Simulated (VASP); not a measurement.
# Ca3TlRh (P4mm) in VASP: further runs

The runs below take Ca3TlRh through single point, relaxation of cell and atoms, with PBE.

Program: VASP 6.6.1. These are calculated values, not measurements. Logs are shortened: lines on timing, memory, paths and dates and some standing lists are left out, and cuts for length are marked.

## (1) The cell of the first run

The structure is tetragonal, space group P4mm (No. 99). Conventional cell: a = 4.643 Å, b = 4.643 Å, c = 6.889 Å, α = 90.00°, β = 90.00°, γ = 90.00°. Within 3.8 Å of Ca (site symmetry 2mm) lie 2 Rh at 2.90 Å and 6 Ca at 3.28 to 3.77 Å and 2 Tl at 3.39 Å. Ca (site symmetry 4mm) has 4 Rh at 3.50 Å and 4 Tl at 3.59 Å and 12 Ca at 3.77 to 4.64 Å within 4.7 Å. Tl (site symmetry 4mm) has 1 Rh at 2.68 Å and 8 Ca at 3.39 to 3.59 Å within 3.6 Å. Within 3.6 Å of Rh (site symmetry 4mm) lie 1 Tl at 2.68 Å and 8 Ca at 2.90 to 3.50 Å.

The cell was generated, and may not be a known phase.

## (2) Single point, PBE

Input file INCAR:

```
SYSTEM = Ca3TlRh
PREC     = Accurate       ! precision mode
ENCUT    = 520            ! plane-wave cutoff, eV
EDIFF    = 1E-6           ! SCF threshold, eV
ISMEAR   = 0              ! smearing method
SIGMA    = 0.2            ! smearing width, eV
LREAL    = .FALSE.        ! projectors in reciprocal space
LASPH    = .TRUE.         ! aspherical terms in the spheres
NELM     = 80             ! most SCF steps
ALGO     = Fast           ! electronic algorithm
ISIF     = 2              ! what is computed and relaxed
LWAVE    = .FALSE.        ! write WAVECAR
LCHARG   = .FALSE.        ! write CHGCAR
GGA      = PE             ! functional
NBANDS   = 37             ! bands
```

Input file KPOINTS:

```
Automatic mesh
0
G
  4 4 2
  0 0 0
```

Input file POSCAR:

```
Ca3TlRh
1.0
    4.6426172030      0.0000000000      0.0000000000
    0.0000000000      4.6426172030      0.0000000000
    0.0000000000      0.0000000000      6.8888612414
Ca Tl Rh
3 1 1
Direct
    0.5000000000      0.0000000000      0.3843180940
    0.0000000000      0.5000000000      0.3843180940
    0.5000000000      0.5000000000      0.8152227576
    0.0000000000      0.0000000000      1.0255592075
    0.0000000000      0.0000000000      0.6369784968
```

Potentials or basis: VASP PAW PBE potentials, release 64 (Ca_sv, Tl_d, Rh_pv).

Command:

```sh
$ cat potpaw_PBE.64/Ca_sv/POTCAR potpaw_PBE.64/Tl_d/POTCAR potpaw_PBE.64/Rh_pv/POTCAR > POTCAR
$ mpirun -np 1 vasp_std > vasp.out
```

OUTCAR:

```text
SYSTEM = Ca3TlRh
   PREC = Accurate
   ENCUT = 520
   EDIFF = 1E-6
   ISMEAR = 0
   LREAL = .FALSE.
   LASPH = .TRUE.
   NELM = 80
   ISIF = 2
   GGA = PE

 ion  position               nearest neighbor table
   1  0.500  0.000  0.384-   5 2.90   5 2.90   4 3.39   4 3.39
   2  0.000  0.500  0.384-   5 2.90   5 2.90   4 3.39   4 3.39
   3  0.500  0.500  0.815-   4 3.59   4 3.59   4 3.59   4 3.59
   4  0.000  0.000  0.026-   5 2.68   2 3.39   1 3.39   2 3.39   1 3.39   3 3.59   3 3.59   3 3.59
                             3 3.59
   5  0.000  0.000  0.637-   4 2.68   2 2.90   1 2.90   2 2.90   1 2.90

  LATTYP: Found a simple tetragonal cell.
 ALAT       =     4.6426172030
 C/A-ratio  =     1.4838314124

  Lattice vectors:

 A1 = (   4.6426172030,   0.0000000000,   0.0000000000)
 A2 = (   0.0000000000,   4.6426172030,   0.0000000000)
 A3 = (   0.0000000000,   0.0000000000,   6.8888612414)

Analysis of symmetry for initial positions (statically):
=====================================================================
 Subroutine PRICEL returns:
 Original cell was already a primitive cell.

 Routine SETGRP: Setting up the symmetry group for a
 simple tetragonal supercell.

 Subroutine GETGRP returns: Found  8 space group operations
 (whereof  8 operations were pure point group operations)
 out of a pool of 16 trial point group operations.

The static configuration has the point symmetry C_4v.

Analysis of symmetry for dynamics (positions and initial velocities):
=====================================================================
 Subroutine PRICEL returns:
 Original cell was already a primitive cell.

 Routine SETGRP: Setting up the symmetry group for a
 simple tetragonal supercell.

 Subroutine GETGRP returns: Found  8 space group operations
 (whereof  8 operations were pure point group operations)
 out of a pool of 16 trial point group operations.

The dynamic configuration has the point symmetry C_4v.

 Subroutine INISYM returns: Found  8 space group operations
 (whereof  8 operations are pure point group operations),
 and found     1 'primitive' translations

----------------------------------------------------------------------------------------

                                     Primitive cell

  volume of cell :     148.4818

  direct lattice vectors                    reciprocal lattice vectors
     4.642617203  0.000000000  0.000000000     0.215395747  0.000000000  0.000000000
     0.000000000  4.642617203  0.000000000     0.000000000  0.215395747  0.000000000
     0.000000000  0.000000000  6.888861241     0.000000000  0.000000000  0.145161873

  length of vectors
     4.642617203  4.642617203  6.888861241     0.215395747  0.215395747  0.145161873

  position of ions in fractional coordinates (direct lattice)
     0.500000000  0.000000000  0.384318094
     0.000000000  0.500000000  0.384318094
     0.500000000  0.500000000  0.815222758
     0.000000000  0.000000000  0.025559208
     0.000000000  0.000000000  0.636978497

  ion indices of the primitive-cell ions
   primitive index   ion index
                 1           1
                 2           2
                 3           3
                 4           4
                 5           5

----------------------------------------------------------------------------------------

 KPOINTS: Automatic mesh

Automatic generation of k-mesh.
 Grid dimensions read from file:
 generate k-points for:    4    4    2

 Generating k-lattice:

  Cartesian coordinates                     Fractional coordinates (reciprocal lattice)
     0.053848937  0.000000000  0.000000000     0.250000000  0.000000000  0.000000000
     0.000000000  0.053848937  0.000000000     0.000000000  0.250000000  0.000000000
     0.000000000  0.000000000  0.072580936     0.000000000  0.000000000  0.500000000

  Length of vectors
     0.053848937  0.053848937  0.072580936

  Shift w.r.t. Gamma in fractional coordinates (k-lattice)
     0.000000000  0.000000000  0.000000000

 Subroutine IBZKPT returns following result:
 ===========================================

 Found     12 irreducible k-points:

 Following reciprocal coordinates:
            Coordinates               Weight
  0.000000  0.000000  0.000000      1.000000
  0.250000  0.000000  0.000000      4.000000
  0.500000  0.000000  0.000000      2.000000
  0.250000  0.250000  0.000000      4.000000
  0.500000  0.250000  0.000000      4.000000
  0.500000  0.500000  0.000000      1.000000
  0.000000  0.000000  0.500000      1.000000
  0.250000  0.000000  0.500000      4.000000
  0.500000  0.000000  0.500000      2.000000
  0.250000  0.250000  0.500000      4.000000
  0.500000  0.250000  0.500000      4.000000
  0.500000  0.500000  0.500000      1.000000
   k-points           NKPTS =     12   k-points in BZ     NKDIM =     12   number of bands    NBANDS=     37
   number of dos      NEDOS =    301   number of ions     NIONS =      5
   total plane-waves  NPLWV =  69984
[... 29 lines left out ...]
   EFERMI =   0.00;   METHOD = LEGACY
   ISMEAR =     0;   SIGMA  =   0.20  broadening in eV -4-tet -1-fermi 0-gaus
   EFERMI_NEDOS =   21; number of points for ismear=-14 and -15
   IALGO  =     68    algorithm
   IMIX   =      4    mixing-type and parameters
     AMIX     =   0.40;   BMIX     =  1.00
     AMIX_MAG =   1.60;   BMIX_MAG =  1.00
  volume/ion in A,a.u.               =      29.70       200.40
  Fermi-wavevector in a.u.,A,eV,Ry     =   1.196722  2.261476 19.485480  1.432142
  Thomas-Fermi vector in A             =   2.332655
   LORBIT       =      0    0 simple, 1 ext, 2 COOP (PROOUT), +10 PAW based schemes
   GGA     = PE    functional components
   LHFCALC =     F    Hartree Fock is set to
   AEXX    =    0.0000 exact exchange contribution
   IVDW    =     0    specifies the selected vdW correction
   LEPSILON=     F    determine dielectric tensor
   LRPA    =     F    only Hartree local field effects (RPA)
 non-spin polarized calculation
 RMM-DIIS sequential band-by-band and
 Gauss-broadening in eV      SIGMA  =   0.20
  energy-cutoff  :      520.00
  volume of cell :      148.48
 maximum number of plane-waves:      4041
 NGX is ok and might be reduce to    36
   NGX = 17   NGY = 17   NGZ = 25

 number of electron      58.0000014 magnetization

 Free energy of the ion-electron system (eV)
  ---------------------------------------------------
  ext. energy  EPLUGINS =         0.00000000
  ---------------------------------------------------
  free energy    TOTEN  =       -16.32294404 eV

  energy without entropy =      -16.24992070  energy(sigma->0) =      -16.28643237

 E-fermi :   3.8407     XC(G=0):  -9.1411

 val. band max:        3.7752620635   @ k =   0.0000   0.0000   0.0000
 cond. band min:       3.8997427640   @ k =   0.2500   0.2500   0.5000
 fundamental gap:      0.1244807005
 Fermi energy:         3.8406935222

 k-point     1 :       0.0000    0.0000    0.0000
  band No.  band energies     occupation
      1     -41.3037      2.00000
      2     -41.2194      2.00000
      3     -41.2194      2.00000
      4     -37.9094      2.00000
      5     -37.0852      2.00000
      6     -37.0024      2.00000
[... 29 lines left out ...]
     36       6.6651      0.00000
     37       7.6003      0.00000

 k-point     2 :       0.2500    0.0000    0.0000
  band No.  band energies     occupation
      1     -41.3035      2.00000
      2     -41.2200      2.00000
      3     -41.2194      2.00000
      4     -37.9092      2.00000
      5     -37.0728      2.00000
      6     -37.0143      2.00000
[... 29 lines left out ...]
     36       7.0130      0.00000
     37       7.3818      0.00000

 k-point     3 :       0.5000    0.0000    0.0000
  band No.  band energies     occupation
      1     -41.3033      2.00000
      2     -41.2205      2.00000
      3     -41.2194      2.00000
      4     -37.9089      2.00000
      5     -37.0436      2.00000
      6     -37.0430      2.00000
[... 29 lines left out ...]
     36       7.0137      0.00000
     37       7.1429      0.00000
[... 281 lines left out ...]
 k-point    11 :       0.5000    0.2500    0.5000
  band No.  band energies     occupation
      1     -41.3031      2.00000
      2     -41.2205      2.00000
      3     -41.2199      2.00000
      4     -37.9088      2.00000
      5     -37.0430      2.00000
      6     -37.0428      2.00000
[... 29 lines left out ...]
     36       6.3980      0.00000
     37       7.6269      0.00000

 k-point    12 :       0.5000    0.5000    0.5000
  band No.  band energies     occupation
      1     -41.3029      2.00000
      2     -41.2205      2.00000
      3     -41.2205      2.00000
      4     -37.9086      2.00000
      5     -37.0425      2.00000
      6     -37.0425      2.00000
[... 29 lines left out ...]
     36       6.1807      0.00000
     37       7.7472      0.00000

------------------------ aborting loop because EDIFF is reached ----------------------------------------

  FORCE on cell =-STRESS in cart. coord.  units (eV):
  Direction    XX          YY          ZZ          XY          YZ          ZX
  --------------------------------------------------------------------------------------
  -------------------------------------------------------------------------------------
  Total        0.4123660      0.4123660      0.0410123      0.0000000      0.0000000     -0.0000000
  in kB        4.4495929      4.4495929      0.4425389      0.0000000      0.0000000     -0.0000000
  external PRESSURE =       3.1139082 kB  Pullay stress =       0.0000000 kB

 VOLUME and BASIS-vectors are now :
 -----------------------------------------------------------------------------
  energy-cutoff  :      520.00
  volume of cell :      148.48
      direct lattice vectors                 reciprocal lattice vectors
     4.642617203  0.000000000  0.000000000     0.215395747  0.000000000  0.000000000
     0.000000000  4.642617203  0.000000000     0.000000000  0.215395747  0.000000000
     0.000000000  0.000000000  6.888861241     0.000000000  0.000000000  0.145161873

 POSITION                                       TOTAL-FORCE (eV/Angst)
 -----------------------------------------------------------------------------------
      2.32131      0.00000      2.64751        -0.000000      0.000000     -0.001290
      0.00000      2.32131      2.64751        -0.000000     -0.000000     -0.001290
      2.32131      2.32131      5.61596        -0.000000      0.000000      0.007324
      0.00000      0.00000      0.17607        -0.000000      0.000000     -0.025225
      0.00000      0.00000      4.38806         0.000000      0.000000      0.020482
 -----------------------------------------------------------------------------------
    total drift:                                0.000000     -0.000000      0.001516

  FREE ENERGIE OF THE ION-ELECTRON SYSTEM (eV)
  ---------------------------------------------------
  free  energy   TOTEN  =       -16.3229440389 eV

  energy  without entropy=      -16.2499206972  energy(sigma->0) =      -16.28643237
```

Run time: 3.2 min. Hardware: 1 thread of Oxide Virtual Turin-like, shared host; peak memory 0.25 GiB.

What came out:

| Quantity | Value |
| --- | --- |
| Free energy | -16.3229 eV |
| Pressure | 0.3 GPa |
| Largest force | 0.025 eV/Å |
| Band gap on the k mesh | zero (bands 29 and 30 overlap by 1.00 eV) |

Forces on the atoms (eV/Å):
```
Ca   0.000  0.000 -0.001
Ca   0.000  0.000 -0.001
Ca   0.000  0.000  0.007
Tl   0.000  0.000 -0.025
Rh   0.000  0.000  0.020
```

Stress tensor (GPa, compression positive):
```
0.44 0.00 0.00
0.00 0.44 0.00
0.00 0.00 0.04
```

Caveat: the k points lie up to 0.46 Å⁻¹ apart, too coarse for converged energies and pressures of a metal; spin-orbit coupling is left out, which moves the levels of the heavy elements.

## (3) Relaxation of cell and atoms, PBE

This run uses another cell than the first one, of 26.68 Å³/atom.

Input file INCAR:

```
PREC = Accurate
ENCUT = 600
EDIFF = 1E-6
ISMEAR = 0
SIGMA = 0.2
LREAL = F
LASPH = T
NELM = 60
ALGO = Normal
ISIF = 3
LWAVE = F
LCHARG = F
GGA = PE
IBRION = 2
NSW = 36
EDIFFG = -0.08
```

Input file KPOINTS:

```
Automatic mesh
0
Gamma
  4 4 2
```

Input file POSCAR:

```
Ca3TlRh
1.0
    3.8902833200      0.0000000000      0.0000000000
    0.0000000000      3.8902833200      0.0000000000
    0.0000000000      0.0000000000      8.8159088200
Ca Tl Rh
3 1 1
Direct
    0.5000000000      0.0000000000      0.3804749100
    0.0000000000      0.5000000000      0.3804749100
    0.5000000000      0.5000000000      0.8833228700
    0.0000000000      0.0000000000      0.9632847200
    0.0000000000      0.0000000000      0.6388392400
```

Potentials or basis: VASP PAW PBE potentials, release 64 (Ca_sv, Tl_d, Rh_pv).

Command:

```sh
$ cat potpaw_PBE.64/Ca_sv/POTCAR potpaw_PBE.64/Tl_d/POTCAR potpaw_PBE.64/Rh_pv/POTCAR > POTCAR
$ mpirun -np 1 vasp_std > vasp.out
```

Run time: 25 min. Hardware: 1 thread of Oxide Virtual Turin-like, shared host; peak memory 0.27 GiB.

The run converged. Its results:

| Item | Value |
| --- | --- |
| Free energy | -16.3134 eV |
| Relaxed volume | 29.91 Å³/atom |
| Relaxed cell | a = 4.677 Å, b = 4.677 Å, c = 6.837 Å, α = 90.00°, β = 90.00°, γ = 90.00° |
| Space group after relaxing (to 0.1 Å) | P4mm (No. 99) |
| Energy gained by relaxing | 958.8 meV/atom |
| Ionic steps | 17 |
| Pressure after relaxing | 0.1 GPa |
| Largest force after relaxing | 0.057 eV/Å |
| Band gap on the k mesh | zero (bands 29 and 30 overlap by 0.97 eV) |

Forces on the atoms (eV/Å):
```
Ca   0.000  0.000  0.045
Ca   0.000  0.000  0.045
Ca   0.000  0.000 -0.039
Tl   0.000  0.000 -0.057
Rh   0.000  0.000  0.005
```

Stress tensor (GPa, compression positive):
```
0.05 0.00 0.00
0.00 0.05 0.00
0.00 0.00 0.24
```

Step by step:
| step | energy change (eV) | largest force (eV/Å) | pressure (GPa) | volume (Å³) |
| --- | --- | --- | --- | --- |
| 1 | 0.0000 | 2.1721 | 7.64 | 133.42 |
| 2 | -3.2159 | 1.1572 | -0.61 | 157.27 |
| 3 | -4.0957 | 0.9937 | -3.03 | 173.17 |
| 4 | -4.1500 | 1.0675 | -3.30 | 176.24 |
| 5 | -4.5839 | 1.4796 | -0.54 | 159.35 |
| 6 | -4.5990 | 1.6520 | 0.40 | 155.23 |
| 7 | -4.7003 | 0.7439 | 0.62 | 150.24 |
| 8 | -4.7156 | 0.3040 | 0.42 | 151.71 |
| 9 | -4.7345 | 0.2680 | -0.25 | 153.87 |
| 10 | -4.7384 | 0.2718 | -0.67 | 155.31 |
| 11 | -4.7545 | 0.2632 | -0.50 | 154.02 |
| 12 | -4.7750 | 0.2431 | -0.17 | 151.47 |
| 13 | -4.7661 | 0.4050 | 0.68 | 146.41 |
| 14 | -4.7800 | 0.2256 | 0.11 | 149.62 |
| 15 | -4.7882 | 0.1639 | 0.08 | 149.52 |
| 16 | -4.7911 | 0.1283 | 0.03 | 149.42 |
| 17 | -4.7942 | 0.0572 | 0.11 | 149.57 |

Final structure:
```
Ca Tl Rh
1.0
     4.67728    0.00000    0.00000
     0.00000    4.67728    0.00000
     0.00000    0.00000    6.83685
Ca Tl Rh
3 1 1
Direct
  0.50000 0.00000 0.38273
  0.00000 0.50000 0.38273
  0.50000 0.50000 0.82042
  0.00000 0.00000 0.02568
  0.00000 0.00000 0.63484
```

Levels at points of the mesh, in eV from the Fermi level:
| k point | band 25 | band 26 | band 27 | band 28 | band 29 | band 30 | band 31 | band 32 | band 33 | band 34 |
| --- | --- | --- | --- | --- | --- | --- | --- | --- | --- | --- |
| (0.00, 0.00, 0.00) | -1.33 | -1.33 | -1.25 | -1.08 | -0.05 | 1.14 | 1.14 | 1.94 | 2.00 | 2.09 |
| (0.50, 0.00, 0.00) | -1.36 | -1.34 | -0.94 | -0.86 | -0.47 | 0.18 | 0.70 | 1.09 | 2.53 | 2.78 |
| (0.50, 0.50, 0.00) | -1.30 | -1.30 | -1.03 | -0.92 | -0.85 | 0.18 | 0.81 | 0.93 | 0.93 | 1.50 |
| (0.00, 0.00, 0.50) | -1.27 | -1.27 | -1.25 | -0.32 | 0.81 | 0.81 | 0.97 | 1.99 | 2.20 | 2.48 |
| (0.50, 0.00, 0.50) | -1.38 | -1.35 | -1.34 | -0.90 | -0.81 | 1.05 | 1.68 | 2.01 | 2.07 | 2.38 |
| (0.50, 0.50, 0.50) | -1.77 | -0.92 | -0.76 | -0.28 | -0.28 | 0.07 | 0.07 | 0.31 | 1.28 | 1.65 |

Caveat: the k points lie up to 0.46 Å⁻¹ apart in the final cell, too coarse for converged energies and pressures of a metal; a cell axis changed by over 15 % at a fixed basis, so the end point is rough; spin-orbit coupling is left out, which moves the levels of the heavy elements; the relaxation stopped at a loose force limit of 0.08 eV/Å, so its end isn't a converged minimum.

## (4) Single point, PBE

This run uses another cell than the first one, of 30.27 Å³/atom.

Input file INCAR:

```
  PREC = Accurate
  ENCUT = 520
  EDIFF = 1E-7
  ISMEAR = 0
  SIGMA = 0.1
  LREAL = False
  LASPH = True
  NELM = 80
  ALGO = Fast
  ISIF = 2
  LWAVE = False
  LCHARG = False
  GGA = PE
  NBANDS = 37
```

Input file KPOINTS:

```
Automatic mesh
0
Gamma
  8 8 6
```

Input file POSCAR:

```
Ca3TlRh
1.0
    4.7972680055      0.0000000000      0.0000000000
    0.0000000000      4.7972680055      0.0000000000
    0.0000000000      0.0000000000      6.5762709379
Ca Tl Rh
3 1 1
Direct
    0.5000000000      0.0000000000      0.3865914052
    0.0000000000      0.5000000000      0.3865914052
    0.5000000000      0.5000000000      0.8293923413
    0.0000000000      0.0000000000      0.0239997206
    0.0000000000      0.0000000000      0.6198217776
```

Command:

```sh
$ cat potpaw_PBE.64/Ca_sv/POTCAR potpaw_PBE.64/Tl_d/POTCAR potpaw_PBE.64/Rh_pv/POTCAR > POTCAR
$ mpirun -np 1 vasp_std > vasp.out
```

It took 17 min on 1 thread of Oxide Virtual Turin-like, shared host; peak memory 0.43 GiB.

It converged, with:

```yaml
Free_energy: -16.2348 eV
Pressure: 0.0 GPa
Largest_force: 0.026 eV/Å
Band_gap_on_the_k_mesh: zero (bands 29 and 30 overlap by 0.95 eV)
```

Forces in eV/Å, atoms in the order of the input:
```
Ca   0.000  0.000 -0.013
Ca   0.000  0.000 -0.013
Ca   0.000  0.000  0.002
Tl   0.000  0.000 -0.001
Rh   0.000  0.000  0.026
```

Levels at points of the mesh, in eV from the Fermi level:
```
           k point  band 26  band 27  band 28  band 29  band 30  band 31  band 32  band 33
(0.00, 0.00, 0.00)    -1.48    -1.48    -1.04    -0.17     0.80     0.80     1.57     1.57
(0.50, 0.00, 0.00)    -1.53    -1.27    -0.84    -0.56     0.12     0.64     0.70     2.21
(0.50, 0.50, 0.00)    -1.55    -1.33    -1.23    -0.82    -0.04     0.65     0.82     0.82
(0.00, 0.00, 0.50)    -1.47    -1.47    -0.28     0.54     0.54     0.99     1.79     1.79
(0.50, 0.00, 0.50)    -1.57    -1.44    -1.21    -0.99     0.75     1.57     2.00     2.01
(0.50, 0.50, 0.50)    -1.23    -1.07    -0.48    -0.48    -0.14    -0.14     0.12     1.18
```

Caveat: spin-orbit coupling is left out, which moves the levels of the heavy elements.

## (5) Summary

| task | cell | k mesh | cutoff (eV) | smearing | gap on the mesh (eV) | pressure (GPa) | largest force (eV/Å) |
| --- | --- | --- | --- | --- | --- | --- | --- |
| single point | a = 4.643, b = 4.643, c = 6.889 Å, 5 atoms, atomic positions A | 4 × 4 × 2 | 520 | gaussian 0.2 eV | none | 0.3 | 0.03 |
| relaxation of cell and atoms | relaxed from a = 3.890, b = 3.890, c = 8.816 Å, 5 atoms, atomic positions B | 4 × 4 × 2 | 600 | gaussian 0.2 eV | none | 0.1 | 0.06 |
| single point | a = 4.797, b = 4.797, c = 6.576 Å, 5 atoms, atomic positions C | 8 × 8 × 6 | 520 | gaussian 0.1 eV | none | 0.0 | 0.03 |

Alike in all rows: level PBE; potentials or basis VASP PAW PBE potentials, release 64 (Ca_sv, Tl_d, Rh_pv); no spin polarisation.

Caveats: some runs use coarse meshes; spin-orbit coupling is left out, which moves the levels of the heavy elements; a cell axis changed by over 15 % at a fixed basis, so the end point is rough (at least some runs); the relaxation stopped at a loose force limit of 0.08 eV/Å, so its end isn't a converged minimum (at least some runs).

Absolute energies hang on the potentials; compare differences alone.

The gap in the log of VASP goes by the Fermi energy; the results here count the filled bands.